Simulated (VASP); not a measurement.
Here is a VASP 6.6.1 calculation.

INCAR

```
SYSTEM = Si64N
  ALGO = Normal
  EDIFF = 1E-6
  ENCUT = 520
  GGA = PS
  ISIF = 2
  ISMEAR = -1
  ISYM = 0
  LASPH = .True.
  LCHARG = .False.
  LREAL = Auto
  LWAVE = .False.
  NBANDS = 168
  NELECT = 260.0
  NELM = 60
  PREC = Accurate
  SIGMA = 0.05
```

Contents of KPOINTS:

```
Automatic mesh
0
Gamma
  1 1 1
  0.25 0.25 0.25
```

Contents of POSCAR:

```
Si64N
1.0
   10.8655790000      0.0000000000      0.0000000000
    0.0000000000     10.8655790000      0.0000000000
    0.0000000000      0.0000000000     10.8655790000
Si N
64 1
Direct
    0.9994040000      0.9994430000      0.9996180000
    0.9967940000      0.9999860000      0.5003540000
    0.9921980000      0.4975160000      0.9924010000
    0.9989900000      0.4998570000      0.4996720000
    0.5000870000      0.0000730000      0.9969680000
    0.4988730000      0.9989390000      0.4990750000
    0.4994890000      0.4998660000      0.9991930000
    0.1239420000      0.1260580000      0.1241680000
    0.1292610000      0.1289170000      0.6229110000
    0.1111320000      0.6310460000      0.1113020000
    0.1276010000      0.6217890000      0.6239360000
    0.6227310000      0.1289020000      0.1294720000
    0.6285930000      0.1145750000      0.6287850000
    0.6237360000      0.6218120000      0.1278120000
    0.6093890000      0.5942620000      0.6096010000
    0.2507950000      0.2506990000      0.0012090000
    0.2626560000      0.2647670000      0.4987150000
    0.2466590000      0.7531400000      0.9962810000
    0.2419050000      0.7554640000      0.4991200000
    0.7518430000      0.2466670000      0.0040530000
    0.7578100000      0.2402610000      0.5104570000
    0.7479080000      0.7455210000      0.0000660000
    0.7386210000      0.7374000000      0.4965450000
    0.3732640000      0.3801600000      0.1261290000
    0.4048850000      0.3749690000      0.6318820000
    0.3720760000      0.8790990000      0.1206330000
    0.3744940000      0.8731700000      0.6225480000
    0.8720440000      0.3749760000      0.1296460000
    0.8801180000      0.3729420000      0.6287350000
    0.8707880000      0.8761280000      0.1224460000
    0.8712970000      0.8659460000      0.6225870000
    0.2495490000      0.0027080000      0.2497550000
    0.2495500000      0.9994630000      0.7468210000
    0.2338580000      0.5080780000      0.2340950000
    0.2605500000      0.4993050000      0.7450400000
    0.7466340000      0.9994430000      0.2497660000
    0.7526670000      0.9905830000      0.7528470000
    0.7448270000      0.4992650000      0.2607440000
    0.7457340000      0.4944960000      0.7459020000
    0.3757330000      0.1277050000      0.3759090000
    0.3724330000      0.1235820000      0.8752280000
    0.3522030000      0.6466470000      0.3523740000
    0.3742960000      0.6263250000      0.8762750000
    0.8750820000      0.1235120000      0.3726700000
    0.8748440000      0.1231080000      0.8750510000
    0.8760620000      0.6263160000      0.3744910000
    0.8686150000      0.6232780000      0.8688040000
    0.0010150000      0.2506930000      0.2510480000
    0.0038480000      0.2466510000      0.7520640000
    0.9961190000      0.7531150000      0.2468760000
    0.9998760000      0.7455170000      0.7481030000
    0.4985110000      0.2648050000      0.2628100000
    0.5102600000      0.2402650000      0.7579820000
    0.4988710000      0.7555010000      0.2420530000
    0.4963700000      0.7374800000      0.7389010000
    0.1259470000      0.3801160000      0.3735060000
    0.1294510000      0.3750220000      0.8722100000
    0.1204900000      0.8790550000      0.3722890000
    0.1222210000      0.8761620000      0.8709740000
    0.6316840000      0.3749670000      0.4050880000
    0.6285440000      0.3729510000      0.8803010000
    0.6223300000      0.8731520000      0.3746600000
    0.6223930000      0.8660110000      0.8715430000
    0.4049510000      0.4471270000      0.4051250000
    0.5283880000      0.4577580000      0.5286070000
```

Potentials or basis: VASP PAW PBE potentials, release 64 (Si, N).

Command:

```bash
$ cat potpaw_PBE.64/Si/POTCAR potpaw_PBE.64/N/POTCAR > POTCAR
$ mpirun -np 1 vasp_std > vasp.out
```

**Question.** What does it give for the largest force?

**Answer.** 0.338 eV/Å.

Forces on the atoms (eV/Å):
```
Si   0.012  0.012  0.014
Si   0.059  0.037  0.075
Si   0.012  0.053  0.012
Si   0.042  0.038  0.045
Si   0.079  0.036  0.060
Si   0.034  0.029  0.031
Si   0.045  0.038  0.040
Si  -0.008 -0.039 -0.010
Si  -0.029 -0.029 -0.192
Si  -0.037 -0.057 -0.033
Si  -0.034 -0.027 -0.018
Si  -0.194 -0.027 -0.031
Si  -0.041 -0.008 -0.043
Si  -0.017 -0.029 -0.035
Si   0.074 -0.045  0.078
Si   0.056  0.012  0.025
Si  -0.067 -0.129  0.073
Si   0.068  0.017  0.009
Si   0.000  0.020  0.094
Si   0.034  0.040  0.008
Si   0.060 -0.057  0.039
Si   0.005  0.035  0.023
Si   0.044  0.064  0.147
Si  -0.048 -0.074 -0.021
Si  -0.065  0.083 -0.131
Si  -0.053  0.003 -0.012
Si  -0.067 -0.012 -0.003
Si  -0.004 -0.051  0.010
Si  -0.020 -0.063 -0.016
Si  -0.041 -0.002 -0.030
Si  -0.081 -0.055 -0.072
Si   0.055  0.059  0.053
Si   0.043  0.007  0.045
Si  -0.069  0.108 -0.069
Si  -0.032  0.037  0.012
Si   0.045  0.007  0.043
Si   0.038  0.013  0.040
Si   0.015  0.040 -0.033
Si  -0.011  0.054 -0.010
Si  -0.050 -0.062 -0.051
Si  -0.028 -0.013 -0.036
Si  -0.012 -0.259 -0.009
Si  -0.065 -0.014 -0.010
Si  -0.039 -0.012 -0.028
Si  -0.012 -0.013 -0.010
Si  -0.011 -0.016 -0.067
Si  -0.019  0.014 -0.019
Si   0.025  0.009  0.053
Si   0.009  0.042  0.033
Si   0.009  0.016  0.067
Si   0.022  0.034  0.005
Si   0.072 -0.131 -0.064
Si   0.040 -0.056  0.062
Si   0.098  0.020 -0.001
Si   0.147  0.059  0.041
Si  -0.021 -0.072 -0.048
Si   0.007 -0.054 -0.002
Si  -0.013  0.004 -0.052
Si  -0.027 -0.003 -0.041
Si  -0.132  0.082 -0.063
Si  -0.017 -0.062 -0.022
Si  -0.004 -0.012 -0.064
Si  -0.072 -0.053 -0.082
Si   0.135  0.278  0.135
N    0.058  0.138  0.057
```

Caveat: the k points lie up to 0.58 Å⁻¹ apart; the cell carries a net charge on a neutralising background, which shifts energy and pressure; the PAW data sets were made with another functional, which shifts forces and pressure a little.
